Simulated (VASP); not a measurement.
# Ag (Fm-3m) in VASP: a series of runs

Runs on Ag. Level: LDA. Tasks: single point.

Everything below comes from runs of VASP 6.6.1. Logs are shortened: lines on timing, memory, paths and dates and some standing lists are left out, and cuts for length are marked.

### Step 1. The cell of the first run

Symmetry: Fm-3m, No. 225, cubic system. The conventional cell has a = 3.383 Å, b = 3.383 Å, c = 3.383 Å, α = 90.00°, β = 90.00°, γ = 90.00°. Ag (site symmetry m-3m) has 12 Ag at 2.39 Å within 3.2 Å.

### Step 2. Single point, LDA (9.68 Å³/atom)

INCAR

```
SYSTEM = Ag
PREC     = Accurate       ! precision mode
ENCUT    = 500            ! plane-wave cutoff, eV
EDIFF    = 1E-6           ! SCF threshold, eV
ISMEAR   = -1             ! smearing method
SIGMA    = 0.05           ! smearing width, eV
LREAL    = .False.        ! projectors in reciprocal space
LASPH    = .True.         ! aspherical terms in the spheres
NELM     = 120            ! most SCF steps
ALGO     = Normal         ! electronic algorithm
ISIF     = 2              ! what is computed and relaxed
LWAVE    = .False.        ! write WAVECAR
LCHARG   = .True.         ! write CHGCAR
LELF     = .True.         ! ELF
LVHAR    = .True.       
NBANDS   = 12             ! bands
GGA_COMPAT= .False.
```

KPOINTS

```
Automatic mesh
0
Gamma
  19 19 19
  0 0 0
```

POSCAR

```
Ag
1.0
    0.0000000000      1.6912561416      1.6912561416
    1.6912561416      0.0000000000      1.6912561416
    1.6912561416      1.6912561416      0.0000000000
Ag
1
Direct
    0.0000000000      0.0000000000      0.0000000000
```

Potentials or basis: VASP PAW LDA potentials, release 64 (Ag).

Run with:

```console
$ cat potpaw_LDA.64/Ag/POTCAR > POTCAR
$ mpirun -np 1 vasp_std > vasp.out
```

OUTCAR:

```text
SYSTEM = Ag
   PREC = Accurate
   ENCUT = 500
   EDIFF = 1E-6
   ISMEAR = -1
   LREAL = .False.
   LASPH = .True.
   NELM = 120
   ISIF = 2

 ion  position               nearest neighbor table
   1  0.000  0.000  0.000-

  LATTYP: Found a face centered cubic cell.
 ALAT       =     3.3825122832

  Lattice vectors:

 A1 = (   0.0000000000,   1.6912561416,   1.6912561416)
 A2 = (   1.6912561416,   0.0000000000,   1.6912561416)
 A3 = (   1.6912561416,   1.6912561416,   0.0000000000)

Analysis of symmetry for initial positions (statically):
=====================================================================
 Subroutine PRICEL returns:
 Original cell was already a primitive cell.

 Routine SETGRP: Setting up the symmetry group for a
 face centered cubic supercell.

 Subroutine GETGRP returns: Found 48 space group operations
 (whereof 48 operations were pure point group operations)
 out of a pool of 48 trial point group operations.

The static configuration has the point symmetry O_h .

Analysis of symmetry for dynamics (positions and initial velocities):
=====================================================================
 Subroutine PRICEL returns:
 Original cell was already a primitive cell.

 Routine SETGRP: Setting up the symmetry group for a
 face centered cubic supercell.

 Subroutine GETGRP returns: Found 48 space group operations
 (whereof 48 operations were pure point group operations)
 out of a pool of 48 trial point group operations.

The dynamic configuration has the point symmetry O_h .

 Subroutine INISYM returns: Found 48 space group operations
 (whereof 48 operations are pure point group operations),
 and found     1 'primitive' translations

----------------------------------------------------------------------------------------

                                     Primitive cell

  volume of cell :       9.6752

  direct lattice vectors                    reciprocal lattice vectors
     0.000000000  1.691256142  1.691256142    -0.295638246  0.295638246  0.295638246
     1.691256142  0.000000000  1.691256142     0.295638246 -0.295638246  0.295638246
     1.691256142  1.691256142  0.000000000     0.295638246  0.295638246 -0.295638246

  length of vectors
     2.391797373  2.391797373  2.391797373     0.512060464  0.512060464  0.512060464

  position of ions in fractional coordinates (direct lattice)
     0.000000000  0.000000000  0.000000000

  ion indices of the primitive-cell ions
   primitive index   ion index
                 1           1

----------------------------------------------------------------------------------------

 KPOINTS: Automatic mesh

Automatic generation of k-mesh.
 Grid dimensions read from file:
 generate k-points for:   19   19   19

 Generating k-lattice:

  Cartesian coordinates                     Fractional coordinates (reciprocal lattice)
    -0.015559908  0.015559908  0.015559908     0.052631579  0.000000000  0.000000000
     0.015559908 -0.015559908  0.015559908     0.000000000  0.052631579  0.000000000
     0.015559908  0.015559908 -0.015559908     0.000000000  0.000000000  0.052631579

  Length of vectors
     0.026950551  0.026950551  0.026950551

  Shift w.r.t. Gamma in fractional coordinates (k-lattice)
     0.000000000  0.000000000  0.000000000

 Subroutine IBZKPT returns following result:
 ===========================================

 Found    220 irreducible k-points:

 Following reciprocal coordinates:
            Coordinates               Weight
  0.000000  0.000000  0.000000      1.000000
  0.052632  0.000000  0.000000      8.000000
  0.105263  0.000000  0.000000      8.000000
  0.157895  0.000000  0.000000      8.000000
  0.210526  0.000000  0.000000      8.000000
  0.263158  0.000000  0.000000      8.000000
[... 16 lines left out ...]
 -0.315789  0.052632  0.000000     24.000000
 -0.263158  0.052632  0.000000     24.000000
 [... further k-points ...]
   k-points           NKPTS =    220   k-points in BZ     NKDIM =    220   number of bands    NBANDS=     12
   number of dos      NEDOS =    301   number of ions     NIONS =      1
   total plane-waves  NPLWV =   5832
   dimension x,y,z NGX =    18 NGY =   18 NGZ =   18
   dimension x,y,z NGXF=    36 NGYF=   36 NGZF=   36
   ions per type =               1
   NGX,Y,Z   is equivalent  to a cutoff of  12.51, 12.51, 12.51 a.u.
   NGXF,Y,Z  is equivalent  to a cutoff of  25.02, 25.02, 25.02 a.u.
 SYSTEM =  Ag
   PREC   = accura    normal or accurate (medium, high low for compatibility)
   ISTART =      0    job   : 0-new  1-cont  2-samecut
   ICHARG =      2    charge: 1-file 2-atom 10-const
   ISPIN  =      1    spin polarized calculation?
   LNONCOLLINEAR =      F non collinear calculations
   LSORBIT =      F    spin-orbit coupling
   LASPH  =      T    aspherical Exc in radial PAW
   ENCUT  =  500.0 eV  36.75 Ry    6.06 a.u.   4.36  4.36  4.36*2*pi/ulx,y,z
   NELM   =    120;   NELMIN=  2; NELMDL= -5     # of ELM steps
   EDIFF  = 0.1E-05   stopping-criterion for ELM
   LREAL  =      F    real-space projection
   EDIFFG = 0.1E-04   stopping-criterion for IOM
   NSW    =      0    number of steps for IOM
   IBRION =     -1    ionic relax: 0-MD 1-quasi-New 2-CG
   NFREE  =      0    steps in history (QN), initial steepest desc. (CG)
   ISIF   =      2    stress and relaxation
   ISYM   =      2    0-nonsym 1-usesym 2-fastsym
   POTIM  = 0.5000    time-step for ionic-motion
   TEBEG  =    0.0;   TEEND  =   0.0 temperature during run
   PSTRESS=    0.0 pullay stress
   NELECT =      11.0000    total number of electrons
   NUPDOWN=      -1.0000    fix difference up-down
   EMIN   =  10.00;   EMAX   =-10.00  energy-range for DOS
   EFERMI =   0.00;   METHOD = LEGACY
   ISMEAR =    -1;   SIGMA  =   0.05  broadening in eV -4-tet -1-fermi 0-gaus
   EFERMI_NEDOS =   21; number of points for ismear=-14 and -15
   IALGO  =     38    algorithm
   IMIX   =      4    mixing-type and parameters
     AMIX     =   0.40;   BMIX     =  1.00
     AMIX_MAG =   1.60;   BMIX_MAG =  1.00
  volume/ion in A,a.u.               =       9.68        65.29
  Fermi-wavevector in a.u.,A,eV,Ry     =   1.708650  3.228880 39.721984  2.919483
  Thomas-Fermi vector in A             =   2.787279
   LORBIT       =      0    0 simple, 1 ext, 2 COOP (PROOUT), +10 PAW based schemes
   GGA     = CA    functional components
   LHFCALC =     F    Hartree Fock is set to
   AEXX    =    0.0000 exact exchange contribution
   IVDW    =     0    specifies the selected vdW correction
   LEPSILON=     F    determine dielectric tensor
   LRPA    =     F    only Hartree local field effects (RPA)
 non-spin polarized calculation
  energy-cutoff  :      500.00
  volume of cell :        9.68
 maximum number of plane-waves:       262
 NGX is ok and might be reduce to    18
   NGX =  9   NGY =  9   NGZ =  9

 number of electron      10.9999995 magnetization

 Free energy of the ion-electron system (eV)
  ---------------------------------------------------
  ext. energy  EPLUGINS =         0.00000000
  ---------------------------------------------------
  free energy    TOTEN  =        -0.51858929 eV

  energy without entropy =       -0.51692297  energy(sigma->0) =       -0.51775613

 E-fermi :  19.9514     XC(G=0): -16.2209

 val. band max:       19.9439324892   @ k =  -0.3684   0.1579   0.0526
 cond. band min:      20.1297178660   @ k =  -0.3684   0.1579   0.0000
 fundamental gap:      0.1857853767
 Fermi energy:        19.9513991789

 k-point     1 :       0.0000    0.0000    0.0000
  band No.  band energies     occupation
      1       6.2736      2.00000
      2      11.2311      2.00000
      3      11.2311      2.00000
      4      11.2311      2.00000
      5      14.0060      2.00000
      6      14.0060      2.00000
      7      34.7483      0.00000
      8      41.9100      0.00000
      9      41.9100      0.00000
     10      41.9100      0.00000
     11      49.0282      0.00000
     12      53.6367      0.00000

 k-point     2 :       0.0526    0.0000    0.0000
  band No.  band energies     occupation
      1       6.4181      2.00000
      2      11.1666      2.00000
      3      11.2900      2.00000
      4      11.2900      2.00000
      5      13.9714      2.00000
      6      13.9714      2.00000
      7      34.9754      0.00000
      8      41.1425      0.00000
      9      42.1364      0.00000
     10      42.1364      0.00000
     11      49.9144      0.00000
     12      53.6206      0.00000

 k-point     3 :       0.1053    0.0000    0.0000
  band No.  band energies     occupation
      1       6.8279      2.00000
      2      11.0096      2.00000
      3      11.4462      2.00000
      4      11.4462      2.00000
      5      13.8935      2.00000
      6      13.8935      2.00000
      7      35.6008      0.00000
      8      39.5210      0.00000
      9      42.7989      0.00000
     10      42.7989      0.00000
     11      51.3911      0.00000
     12      53.3901      0.00000

 k-point     4 :       0.1579    0.0000    0.0000
  band No.  band energies     occupation
      1       7.4104      2.00000
      2      10.8836      2.00000
      3      11.6312      2.00000
      4      11.6312      2.00000
      5      13.8538      2.00000
      6      13.8538      2.00000
      7      36.4359      0.00000
      8      37.7252      0.00000
      9      43.8479      0.00000
     10      43.8479      0.00000
     11      50.5142      0.00000
     12      53.4018      0.00000

 k-point     5 :       0.2105    0.0000    0.0000
  band No.  band energies     occupation
      1       7.9382      2.00000
      2      11.0471      2.00000
      3      11.7315      2.00000
      4      11.7315      2.00000
      5      13.9770      2.00000
      6      13.9770      2.00000
      7      35.9477      0.00000
      8      37.1137      0.00000
      9      45.1989      0.00000
     10      45.1989      0.00000
     11      48.9313      0.00000
     12      51.0206      0.00000
[... 228 lines left out ...]
      1       7.7305      2.00000
      2      11.0857      2.00000
      3      11.2427      2.00000
      4      14.9997      2.00000
      5      15.7742      2.00000
      6      17.6235      2.00000
      7      28.4466      0.00000
      8      34.6625      0.00000
      9      42.0952      0.00000
     10      43.1365      0.00000
     11      51.3601      0.00000
     12      52.2063      0.00000

 k-point    22 :      -0.3684    0.0526    0.0000
  band No.  band energies     occupation
      1       7.8807      2.00000
      2      11.2280      2.00000
      3      11.3564      2.00000
      4      14.2498      2.00000
      5      15.2791      2.00000
      6      16.6992      2.00000
      7      30.0641      0.00000
      8      35.2614      0.00000
      9      42.7846      0.00000
     10      44.5060      0.00000
     11      49.8372      0.00000
     12      51.3705      0.00000

 k-point    23 :      -0.3158    0.0526    0.0000
  band No.  band energies     occupation
      1       8.0795      2.00000
      2      11.4109      2.00000
      3      11.5265      2.00000
      4      13.1086      2.00000
      5      14.6843      2.00000
      6      15.8353      2.00000
      7      31.9254      0.00000
      8      36.1527      0.00000
      9      43.8802      0.00000
     10      46.3726      0.00000
     11      48.0222      0.00000
     12      50.0167      0.00000

 k-point    24 :      -0.2632    0.0526    0.0000
  band No.  band energies     occupation
      1       8.2398      2.00000
      2      11.5277      2.00000
      3      11.7083      2.00000
      4      11.9903      2.00000
      5      14.1067      2.00000
      6      15.1114      2.00000
      7      33.7407      0.00000
      8      37.0397      0.00000
      9      44.9037      0.00000
     10      46.5825      0.00000
     11      48.0411      0.00000
     12      48.9739      0.00000

 [... further k-points ...]

------------------------ aborting loop because EDIFF is reached ----------------------------------------

  FORCE on cell =-STRESS in cart. coord.  units (eV):
  Direction    XX          YY          ZZ          XY          YZ          ZX
  --------------------------------------------------------------------------------------
  -------------------------------------------------------------------------------------
  Total       16.8871899     16.8871899     16.8871899     -0.0000000     -0.0000000     -0.0000000
  in kB     2796.4677476   2796.4677476   2796.4677476     -0.0000000     -0.0000000     -0.0000000
  external PRESSURE =    2796.4677476 kB  Pullay stress =       0.0000000 kB

 VOLUME and BASIS-vectors are now :
 -----------------------------------------------------------------------------
  energy-cutoff  :      500.00
  volume of cell :        9.68
      direct lattice vectors                 reciprocal lattice vectors
     0.000000000  1.691256142  1.691256142    -0.295638246  0.295638246  0.295638246
     1.691256142  0.000000000  1.691256142     0.295638246 -0.295638246  0.295638246
     1.691256142  1.691256142  0.000000000     0.295638246  0.295638246 -0.295638246

 POSITION                                       TOTAL-FORCE (eV/Angst)
 -----------------------------------------------------------------------------------
      0.00000      0.00000      0.00000         0.000000     -0.000000      0.000000
 -----------------------------------------------------------------------------------
    total drift:                                0.000000     -0.000000      0.000000

  FREE ENERGIE OF THE ION-ELECTRON SYSTEM (eV)
  ---------------------------------------------------
  free  energy   TOTEN  =        -0.5185892859 eV

  energy  without entropy=       -0.5169229721  energy(sigma->0) =       -0.51775613
```

It took 18 s on 1 thread of AMD EPYC 7R43 (Zen 3), shared host; peak memory 0.1 GiB.

What came out:

- Free energy: -0.5186 eV
- Pressure: 279.6 GPa
- Band gap on the k mesh: zero (an odd number of electrons rules out a gap without spin polarisation)

Caveat: the cell stands under pressure.

(Continued in part 2 of 2.)
